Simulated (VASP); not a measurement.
Input of a VASP 6.6.1 run:

File INCAR:

```
SYSTEM = Si5Ni
PREC = Accurate
ENCUT = 520
EDIFF = 1E-6
ISMEAR = -1
SIGMA = 0.212
LREAL = Auto
LASPH = .TRUE.
NELM = 60
ALGO = Normal
ISIF = 2
LWAVE = .FALSE.
LCHARG = .FALSE.
GGA = PE
ISYM = 0
NBANDS = 78
```

Contents of KPOINTS:

```
Automatic mesh
0
Gamma
  1 1 1
  0.25 0.25 0.25
```

The input POSCAR:

```
Si5Ni
1.0
    7.1614510000     -0.0505580000     -0.0272950000
   -0.0505580000      7.1365650000     -0.2213880000
   -0.0272950000     -0.2213880000      7.0643700000
Si Ni
20 4
Direct
    0.8857850426      0.4030879164      0.6376208113
    0.4612502819      0.3673989901      0.0572022069
    0.7293173086      1.0435393956      0.6022679752
    0.4454456122      0.7729678274      0.3525633906
    0.8402537381      0.4461003917      0.0956596270
    0.3140180680      0.4111726900      0.7206059171
    0.7504224496     -0.0864144028      0.2624854968
    0.4778793680      0.9306696273      0.7789295868
    0.8175229880      0.7151995161      0.9099748287
    0.7677570800      0.2703575384      0.3481213249
    1.0250586214      0.1570127592      0.7100874835
    0.9535389948      0.1209577346      0.0764391500
    0.0932309039      0.6502252881      0.7525722483
    0.6055454951      0.3074067685      0.7678519859
    0.3916108935      0.6563351065     -0.0613579504
    0.3993259682      0.1237432000      0.3078272885
    0.1957579717     -0.0920835989      0.5692868593
    0.4530372446      0.4654433437      0.4031926729
    0.7810125507      0.6894580440      0.5009156478
    0.1105264792      0.6364505834      0.0702068751
    0.1640777132      0.5733005856      0.3652160591
    0.4898138542     -0.0706138854      0.0760583608
    0.0961657926      0.9359404600      0.2692556919
    0.2874474370      0.1160808175     -0.0818493683
```

Potentials or basis: VASP PAW PBE potentials, release 64 (Si, Ni).

Launch:

```bash
$ cat potpaw_PBE.64/Si/POTCAR potpaw_PBE.64/Ni/POTCAR > POTCAR
$ mpirun -np 1 vasp_std > vasp.out
```

**Question.** Estimate the largest force.

**Answer.** 3.393 eV/Å.

**Question.** Predict the pressure.

**Answer.** 9.6 GPa.

Stress tensor (GPa, compression positive):
```
 6.17 -1.85  1.32
-1.85 12.19  2.34
 1.32  2.34 10.44
```

Caveat: the k points lie up to 0.89 Å⁻¹ apart. Spin polarisation is off, so any magnetic state and its effect on volume and gap are missing.
